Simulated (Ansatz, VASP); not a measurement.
## Two plane-wave programs on Cu

The input INCAR:

```
PREC     = Accurate       # precision mode
ENCUT    = 520            # plane-wave cutoff, eV
EDIFF    = 1E-7           # SCF threshold, eV
ISMEAR   = 0              # smearing method
SIGMA    = 0.15           # smearing width, eV
LREAL    = False          # projectors in reciprocal space
LASPH    = True           # aspherical terms in the spheres
NELM     = 100            # most SCF steps
ALGO     = Fast           # electronic algorithm
ISIF     = 2              # what is computed and relaxed
LWAVE    = False          # write WAVECAR
LCHARG   = True           # write CHGCAR
GGA      = PS             # functional
LELF     = True           # ELF
LVHAR    = True         
NBANDS   = 30             # bands
```

File KPOINTS:

```
regular mesh
0
Gamma
  24 24 6
```

Contents of POSCAR:

```
Cu
1.0
    2.5197984285      0.0000000000      0.0000000000
   -1.2598992143      1.9639885063      0.0000000000
    0.0000000000      0.0000000000      8.2352547795
Cu
4
Direct
    0.0000000000      0.0000000000      0.0000000000
    0.3333333333      0.6666666667      0.2500000000
    0.0000000000      0.0000000000      0.5000000000
    0.6666666667      0.3333333333      0.7500000000
```

Input for Ansatz:

```yaml
crystal:
  lattice:
    - [2.5197984285, 0.0, 0.0]
    - [-1.2598992143, 1.9639885063, 0.0]
    - [0.0, 0.0, 8.2352547795]
  atoms:
    - { symbol: Cu, position: [0.0, 0.0, 0.0] }
    - { symbol: Cu, position: [0.3333333333, 0.6666666667, 0.25] }
    - { symbol: Cu, position: [0.0, 0.0, 0.5] }
    - { symbol: Cu, position: [0.6666666667, 0.3333333333, 0.75] }
basis:
  ecutwfc: 420
kpoints:
  mp_grid: { grid: [24, 24, 6] }
hamiltonian:
  xc: pbesol
scf:
  occupations: { method: gaussian, width: 0.15 }
output:
  forces: true
  stress: true
  eigenvalues: true
```

Change from the starting cell: strain -0.1000 x Voigt [0, 1, 0, 0, 0, 0], atoms carried along.

Alike in both runs: task single point; functional PBEsol; k mesh 24 × 24 × 6; occupations gaussian, width 0.15 eV; no spin polarisation.

```csv
,VASP,Ansatz
version,VASP 6.6.1,Ansatz 0.2.0
potentials or method,"VASP PAW PBE potentials, release 64 (Cu), cutoff 520 eV","scalar-relativistic, plane waves, PAW"
valence electrons in the cell,44,76
```

```tsv
	VASP	Ansatz	Ansatz less VASP
gap on the k mesh at the Fermi level (eV)	none	none	-
pressure (GPa)	26.0	25.0	-1.01
traceless stress, the component that is largest in VASP (GPa)	15.33	15.41	+0.088
rms of the force components (eV/Å)	0.090	0.091	+0.0006
```

VASP's potentials were made for PBE, not for PBEsol. Atom by atom the forces differ by 0.001 eV/Å (rms over components). A gap of «none» marks a metal or a gap that the smearing closes. With one functional, cell and mesh, what is left measures potentials, basis and numerics. VASP's potentials hold 44 valence electrons a cell and Ansatz's 76, so a difference there can come from the potentials and not from the codes.
